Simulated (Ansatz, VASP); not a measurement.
Given: the input of a run of VASP 6.6.1 on Te.

Contents of INCAR:

```
SYSTEM = Te
PREC = Accurate
ENCUT = 500
EDIFF = 1E-6
ISMEAR = 0
SIGMA = 0.05
LREAL = .False.
LASPH = .True.
NELM = 200
ALGO = Normal
ISIF = 2
LWAVE = .False.
LCHARG = .False.
ISPIN = 2
MAGMOM = 1
LORBIT = 11
NUPDOWN = 1.0
GGA = LIBXC
LIBXC1 = GGA_X_PBE_SOL
LIBXC2 = GGA_C_PBE
NBANDS = 13
GGA_COMPAT = .False.
```

Contents of KPOINTS:

```
Automatic mesh
0
Gamma
  9 9 9
  0 0 0
```

Contents of POSCAR:

```
Te
1.0
    2.3211756774      1.3401314022      1.7021523992
   -2.3211756774      1.3401314022      1.7021523992
    0.0000000000     -2.6802628044      1.7021523992
Te
1
Direct
    0.5000000000      0.5000000000      0.5000000000
```

Potentials or basis: VASP PAW PBE potentials, release 64 (Te).

Launch:

```sh
$ cat potpaw_PBE.64/Te/POTCAR > POTCAR
$ mpirun -np 1 vasp_std > vasp.out
```

Q: Set up the same calculation for Ansatz 0.2.0. Potentials there: all-electron LAPW, inner shells corrected to Dirac's equation.

A: As run (the cutoff follows the program's own potentials):

The input input.yaml:

```yaml
crystal:
  lattice:
    - [2.3211756774, 1.3401314022, 1.7021523992]
    - [-2.3211756774, 1.3401314022, 1.7021523992]
    - [0.0, -2.6802628044, 1.7021523992]
  atoms:
    - { symbol: Te, position: [0.5, 0.5, 0.5], spin: 1.0 }
kpoints:
  mp_grid: { grid: [9, 9, 9] }
scf:
  occupations: { method: gaussian, width: 0.05 }
hamiltonian:
  xc: { exchange: pbesol, correlation: pbe }
  pseudopotentials:
    kind: all_electron
    lapw: { basis_error: 0.001 }
    dirac_shells: { Te: ["3p", "3d"] }
magnetization:
  spin_polarized: true
  initial_magnetization: 1.0
  spin_locking: { lock_magnetization: hard }
output:
  forces: true
  stress: true
  eigenvalues: true
```

Potentials or basis: all-electron LAPW, inner shells corrected to Dirac's equation.

Command:

```sh
$ ansatz run input.yaml --threads 1 --pin off --max-ram 2560MiB --backend cpu --events-out ev --progress --plain --runs-dir out
```

Both were run:

|  | VASP | Ansatz | Ansatz less VASP |
| --- | --- | --- | --- |
| pressure (GPa) | 2.5 | 2.5 | +0.01 |
| traceless stress, the component that is largest in VASP (GPa) | -0.50 | -0.50 | +0.006 |
| size of the moment on the site where the two differ most (μB) | 0.58 | 0.83 | +0.250 |

VASP's potentials were made for PBE, not for pbesol exchange, pbe correlation. Site moments also hang on the region over which each program counts them. Ansatz ran all-electron here, and VASP with PAW potentials.

Spin-orbit coupling is off throughout.
